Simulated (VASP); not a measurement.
A run of VASP 6.6.1 is set up as follows.

The input INCAR:

```
SYSTEM = Ni
ALGO = Fast
EDIFF = 1E-6
ENCUT = 520
GGA = PS
ISIF = 2
ISMEAR = -1
ISPIN = 2
LASPH = .True.
LCHARG = .True.
LELF = .True.
LMAXMIX = 4
LORBIT = 11
LREAL = .False.
LVHAR = .True.
LWAVE = .False.
MAGMOM = 1
NBANDS = 15
NELM = 150
PREC = Accurate
SIGMA = 0.05
```

KPOINTS

```
k-points
0
Gamma
  13 13 13
  0 0 0
```

The input POSCAR:

```
Ni
1.0
   -1.4019243406      1.4019243406      1.4019243406
    1.4019243406     -1.4019243406      1.4019243406
    1.4019243406      1.4019243406     -1.4019243406
Ni
1
Direct
    0.0000000000      0.0000000000      0.0000000000
```

Potentials or basis: VASP PAW PBE potentials, release 64 (Ni).

Run with:

```bash
$ cat potpaw_PBE.64/Ni/POTCAR > POTCAR
$ mpirun -np 1 vasp_std > vasp.out
```

**Question.** What does it give for the site moments?

**Answer.** Ni +0.60 μB.

**Question.** Predict the pressure.

**Answer.** -9.8 GPa.

Caveat: the PAW data sets were made with another functional, which shifts forces and pressure a little.
